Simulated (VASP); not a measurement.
# WS2 in VASP: single point with PBE+D3(BJ)

Aim: the single point of WS2 with PBE+D3(BJ).

All numbers are computed with VASP 6.6.1; they aren't measurements. Logs are shortened: lines on timing, memory, paths and dates and some standing lists are left out, and cuts for length are marked.

### Step 1. The cell of the first run

The cell holds a slab with vacuum, 6 atoms: a = 3.180 Å, b = 3.180 Å, c = 26.500 Å, α = 90.00°, β = 90.00°, γ = 120.00°.

### Step 2. Single point, PBE+D3(BJ)

Input file INCAR:

```
PREC = Accurate
ENCUT = 520
EDIFF = 1E-6
ISMEAR = 0
SIGMA = 0.05
LREAL = False
LASPH = True
NELM = 60
ALGO = Normal
ISIF = 2
LWAVE = False
LCHARG = False
LDIPOL = True
IDIPOL = 3
DIPOL = 0.5 0.5 0.500
GGA = PE
IVDW = 12
NBANDS = 35
```

Input file KPOINTS:

```
Automatic mesh
0
Gamma
  9 9 1
```

Input file POSCAR:

```
WS2
1.0
    3.1799996602      0.0000000000      0.0000000000
   -1.5899998301      2.7539604898      0.0000000000
    0.0000000000      0.0000000000     26.4999998500
S W
4 2
Direct
    0.3333333333      0.6666666667      0.3265837399
    0.3333333333      0.6666666667      0.4448438153
    0.6666666667      0.3333333333      0.5551565175
    0.6666666667      0.3333333333      0.6734156792
    0.6666666667      0.3333333333      0.3857636242
    0.3333333333      0.6666666667      0.6142366239
```

Potentials or basis: VASP PAW PBE potentials, release 64 (S, W_sv).

Started as:

```sh
$ cat potpaw_PBE.64/S/POTCAR potpaw_PBE.64/W_sv/POTCAR > POTCAR
$ mpirun -np 1 vasp_std > vasp.out
```

OUTCAR:

```text
PREC = Accurate
   ENCUT = 520
   EDIFF = 1E-6
   ISMEAR = 0
   LREAL = False
   LASPH = True
   NELM = 60
   ISIF = 2
   GGA = PE
   IVDW = 12
 IVDW          = 12

 ion  position               nearest neighbor table
   1  0.333  0.667  0.327-   5 2.41   5 2.41   5 2.41
   2  0.333  0.667  0.445-   5 2.41   5 2.41   5 2.41
   3  0.667  0.333  0.555-   6 2.41   6 2.41   6 2.41
   4  0.667  0.333  0.673-   6 2.41   6 2.41   6 2.41
   5  0.667  0.333  0.386-   2 2.41   2 2.41   2 2.41   1 2.41   1 2.41   1 2.41
   6  0.333  0.667  0.614-   3 2.41   3 2.41   3 2.41   4 2.41   4 2.41   4 2.41

  LATTYP: Found a hexagonal cell.
 ALAT       =     3.1799996602
 C/A-ratio  =     8.3333341766

  Lattice vectors:

 A1 = (   3.1799996602,   0.0000000000,   0.0000000000)
 A2 = (  -1.5899998301,   2.7539604898,   0.0000000000)
 A3 = (   0.0000000000,   0.0000000000,  26.4999998500)

Analysis of symmetry for initial positions (statically):
=====================================================================
 Subroutine PRICEL returns:
 Original cell was already a primitive cell.

 Routine SETGRP: Setting up the symmetry group for a
 hexagonal supercell.

 Subroutine GETGRP returns: Found 12 space group operations
 (whereof 12 operations were pure point group operations)
 out of a pool of 24 trial point group operations.

The static configuration has the point symmetry D_3d.

Analysis of symmetry for dynamics (positions and initial velocities):
=====================================================================
 Subroutine PRICEL returns:
 Original cell was already a primitive cell.

 Routine SETGRP: Setting up the symmetry group for a
 hexagonal supercell.

 Subroutine GETGRP returns: Found 12 space group operations
 (whereof 12 operations were pure point group operations)
 out of a pool of 24 trial point group operations.

The dynamic configuration has the point symmetry D_3d.

 Subroutine INISYM returns: Found 12 space group operations
 (whereof 12 operations are pure point group operations),
 and found     1 'primitive' translations

----------------------------------------------------------------------------------------

                                     Primitive cell

  volume of cell :     232.0762

  direct lattice vectors                    reciprocal lattice vectors
     3.179999660  0.000000000  0.000000000     0.314465442  0.181556708  0.000000000
    -1.589999830  2.753960490  0.000000000     0.000000000  0.363113416  0.000000000
     0.000000000  0.000000000 26.499999850     0.000000000  0.000000000  0.037735849

  length of vectors
     3.179999660  3.179999660 26.499999850     0.363113416  0.363113416  0.037735849

  position of ions in fractional coordinates (direct lattice)
     0.333333333  0.666666667  0.326583740
     0.333333333  0.666666667  0.444843815
     0.666666667  0.333333333  0.555156518
     0.666666667  0.333333333  0.673415679
     0.666666667  0.333333333  0.385763624
     0.333333333  0.666666667  0.614236624

  ion indices of the primitive-cell ions
   primitive index   ion index
                 1           1
                 2           2
                 3           3
                 4           4
                 5           5
                 6           6

----------------------------------------------------------------------------------------

 KPOINTS: Automatic mesh

Automatic generation of k-mesh.
 Grid dimensions read from file:
 generate k-points for:    9    9    1

 Generating k-lattice:

  Cartesian coordinates                     Fractional coordinates (reciprocal lattice)
     0.034940605  0.020172968  0.000000000     0.111111111 -0.000000000  0.000000000
     0.000000000  0.040345935  0.000000000     0.000000000  0.111111111  0.000000000
     0.000000000  0.000000000  0.037735849     0.000000000  0.000000000  1.000000000

  Length of vectors
     0.040345935  0.040345935  0.037735849

  Shift w.r.t. Gamma in fractional coordinates (k-lattice)
     0.000000000  0.000000000  0.000000000

 Subroutine IBZKPT returns following result:
 ===========================================

 Found     12 irreducible k-points:

 Following reciprocal coordinates:
            Coordinates               Weight
  0.000000  0.000000  0.000000      1.000000
  0.111111 -0.000000  0.000000      6.000000
  0.222222 -0.000000  0.000000      6.000000
  0.333333 -0.000000  0.000000      6.000000
  0.444444 -0.000000  0.000000      6.000000
  0.111111  0.111111  0.000000      6.000000
  0.222222  0.111111  0.000000     12.000000
  0.333333  0.111111  0.000000     12.000000
  0.444444  0.111111  0.000000      6.000000
  0.222222  0.222222  0.000000      6.000000
  0.333333  0.222222  0.000000     12.000000
  0.333333  0.333333  0.000000      2.000000
   k-points           NKPTS =     12   k-points in BZ     NKDIM =     12   number of bands    NBANDS=     35
   number of dos      NEDOS =    301   number of ions     NIONS =      6
   total plane-waves  NPLWV = 115200
   dimension x,y,z NGX =    24 NGY =   24 NGZ =  200
   dimension x,y,z NGXF=    48 NGYF=   48 NGZF=  400
   ions per type =               4   2
   NGX,Y,Z   is equivalent  to a cutoff of  12.55, 12.55, 12.55 a.u.
   NGXF,Y,Z  is equivalent  to a cutoff of  25.09, 25.09, 25.09 a.u.
 SYSTEM =  unknown system
   PREC   = accura    normal or accurate (medium, high low for compatibility)
   ISTART =      0    job   : 0-new  1-cont  2-samecut
   ICHARG =      2    charge: 1-file 2-atom 10-const
   ISPIN  =      1    spin polarized calculation?
   LNONCOLLINEAR =      F non collinear calculations
   LSORBIT =      F    spin-orbit coupling
   LASPH  =      T    aspherical Exc in radial PAW
   ENCUT  =  520.0 eV  38.22 Ry    6.18 a.u.   5.91  5.91 49.27*2*pi/ulx,y,z
   NELM   =     60;   NELMIN=  2; NELMDL= -5     # of ELM steps
   EDIFF  = 0.1E-05   stopping-criterion for ELM
   LREAL  =      F    real-space projection
   EDIFFG = 0.1E-04   stopping-criterion for IOM
   NSW    =      0    number of steps for IOM
   IBRION =     -1    ionic relax: 0-MD 1-quasi-New 2-CG
   NFREE  =      0    steps in history (QN), initial steepest desc. (CG)
   ISIF   =      2    stress and relaxation
   ISYM   =      2    0-nonsym 1-usesym 2-fastsym
   POTIM  = 0.5000    time-step for ionic-motion
   TEBEG  =    0.0;   TEEND  =   0.0 temperature during run
   PSTRESS=    0.0 pullay stress
   NELECT =      52.0000    total number of electrons
   NUPDOWN=      -1.0000    fix difference up-down
   EMIN   =  10.00;   EMAX   =-10.00  energy-range for DOS
   EFERMI =   0.00;   METHOD = LEGACY
   ISMEAR =     0;   SIGMA  =   0.05  broadening in eV -4-tet -1-fermi 0-gaus
   EFERMI_NEDOS =   21; number of points for ismear=-14 and -15
   IALGO  =     38    algorithm
   IMIX   =      4    mixing-type and parameters
     AMIX     =   0.40;   BMIX     =  1.00
     AMIX_MAG =   1.60;   BMIX_MAG =  1.00
  volume/ion in A,a.u.               =      38.68       261.02
  Fermi-wavevector in a.u.,A,eV,Ry     =   0.994334  1.879019 13.452088  0.988701
  Thomas-Fermi vector in A             =   2.126278
   LORBIT       =      0    0 simple, 1 ext, 2 COOP (PROOUT), +10 PAW based schemes
   GGA     = PE    functional components
   LHFCALC =     F    Hartree Fock is set to
   AEXX    =    0.0000 exact exchange contribution
   IVDW    =    12    specifies the selected vdW correction
   LEPSILON=     F    determine dielectric tensor
   LRPA    =     F    only Hartree local field effects (RPA)
 non-spin polarized calculation
 Gauss-broadening in eV      SIGMA  =   0.05
  energy-cutoff  :      520.00
  volume of cell :      232.08
 maximum number of plane-waves:      6296
 NGX is ok and might be reduce to    24
   NGX = 11   NGY = 11   NGZ = 99

 dipolmoment           0.000000      0.000000      0.000000 electrons x Angstroem

 number of electron      52.0000000 magnetization

 dipolmoment           0.000000      0.000000     -0.000019 electrons x Angstroem

 Free energy of the ion-electron system (eV)
  ---------------------------------------------------
  ext. energy  EPLUGINS =         0.00000000
  ---------------------------------------------------
  free energy    TOTEN  =       -47.27790654 eV

  energy without entropy =      -47.27790654  energy(sigma->0) =      -47.27790654

 E-fermi :   0.8442     XC(G=0):  -5.4294

 val. band max:        0.5506937811   @ k =   0.0000   0.0000   0.0000
 cond. band min:       1.8867904297   @ k =   0.3333   0.3333   0.0000
 fundamental gap:      1.3360966486
 Fermi energy:         0.8441850582

 k-point     1 :       0.0000    0.0000    0.0000
  band No.  band energies     occupation
      1     -73.9602      2.00000
      2     -73.9585      2.00000
      3     -38.1974      2.00000
      4     -38.1957      2.00000
      5     -38.0472      2.00000
      6     -38.0472      2.00000
[... 27 lines left out ...]
     34       3.1590      0.00000
     35       5.1252      0.00000

 k-point     2 :       0.1111   -0.0000    0.0000
  band No.  band energies     occupation
      1     -73.9583      2.00000
      2     -73.9565      2.00000
      3     -38.1902      2.00000
      4     -38.1885      2.00000
      5     -38.0873      2.00000
      6     -38.0854      2.00000
[... 27 lines left out ...]
     34       3.3291      0.00000
     35       5.5399      0.00000

 k-point     3 :       0.2222   -0.0000    0.0000
  band No.  band energies     occupation
      1     -73.9533      2.00000
      2     -73.9515      2.00000
      3     -38.1874      2.00000
      4     -38.1856      2.00000
      5     -38.1720      2.00000
      6     -38.1702      2.00000
[... 27 lines left out ...]
     34       4.0627      0.00000
     35       6.2467      0.00000
[... 267 lines left out ...]
 k-point    11 :       0.3333    0.2222    0.0000
  band No.  band energies     occupation
      1     -73.9422      2.00000
      2     -73.9405      2.00000
      3     -38.3313      2.00000
      4     -38.3295      2.00000
      5     -38.2049      2.00000
      6     -38.2031      2.00000
[... 27 lines left out ...]
     34       5.3867      0.00000
     35       6.3465      0.00000

 k-point    12 :       0.3333    0.3333    0.0000
  band No.  band energies     occupation
      1     -73.9412      2.00000
      2     -73.9395      2.00000
      3     -38.2969      2.00000
      4     -38.2951      2.00000
      5     -38.2638      2.00000
      6     -38.2619      2.00000
[... 27 lines left out ...]
     34       5.5549      0.00000
     35       6.7437      0.00000

------------------------ aborting loop because EDIFF is reached ----------------------------------------

 vacuum level on the upper side and lower side of the slab       (xc-potential included)        -0.151        -0.150

 Edisp (eV)   -2.19270

 E8    (eV) :    -0.9529

  FORCE on cell =-STRESS in cart. coord.  units (eV):
  Direction    XX          YY          ZZ          XY          YZ          ZX
  --------------------------------------------------------------------------------------
  -------------------------------------------------------------------------------------
  Total      -1.43031    -1.43031     0.04114     0.00000     0.00000     0.00000
  in kB      -9.87441    -9.87441     0.28402     0.00000     0.00000     0.00000
  external pressure =       -6.49 kB  Pullay stress =        0.00 kB

 VOLUME and BASIS-vectors are now :
 -----------------------------------------------------------------------------
  energy-cutoff  :      520.00
  volume of cell :      232.08
      direct lattice vectors                 reciprocal lattice vectors
     3.179999660  0.000000000  0.000000000     0.314465442  0.181556708  0.000000000
    -1.589999830  2.753960490  0.000000000     0.000000000  0.363113416  0.000000000
     0.000000000  0.000000000 26.499999850     0.000000000  0.000000000  0.037735849

 POSITION                                       TOTAL-FORCE (eV/Angst)
 -----------------------------------------------------------------------------------
     -0.00000      1.83597      8.65447         0.000000      0.000000     -0.005505
     -0.00000      1.83597     11.78836        -0.000000     -0.000000      0.009423
      1.59000      0.91799     14.71165        -0.000000      0.000000     -0.009423
      1.59000      0.91799     17.84552        -0.000000      0.000000      0.005505
      1.59000      0.91799     10.22274         0.000000      0.000000     -0.013815
     -0.00000      1.83597     16.27727         0.000000      0.000000      0.013815
 -----------------------------------------------------------------------------------
    total drift:                               -0.000000      0.000000     -0.008896

  FREE ENERGIE OF THE ION-ELECTRON SYSTEM (eV)
  ---------------------------------------------------
  free  energy   TOTEN  =       -49.4706106496 eV

  energy  without entropy=      -49.4706106496  energy(sigma->0) =      -49.47061065

 vacuum level on the upper side and lower side of the slab         5.655         5.656
```

Run time: 4.3 min. Hardware: 1 thread of Intel Xeon Platinum 8488C (Sapphire Rapids), shared host; peak memory 0.35 GiB.

What came out:

| Property | Result |
| --- | --- |
| Free energy | -49.4706 eV |
| Largest force | 0.014 eV/Å |
| Band gap on the k mesh | 1.34 eV, indirect (least direct gap 1.78 eV) |
| Dispersion energy per atom | -0.365 eV |

Forces on the atoms (eV/Å):
```
S    0.000  0.000 -0.006
S    0.000  0.000  0.009
S    0.000  0.000 -0.009
S    0.000  0.000  0.006
W    0.000  0.000 -0.014
W    0.000  0.000  0.014
```

Caveat: spin-orbit coupling is left out, which moves the levels of the heavy elements.
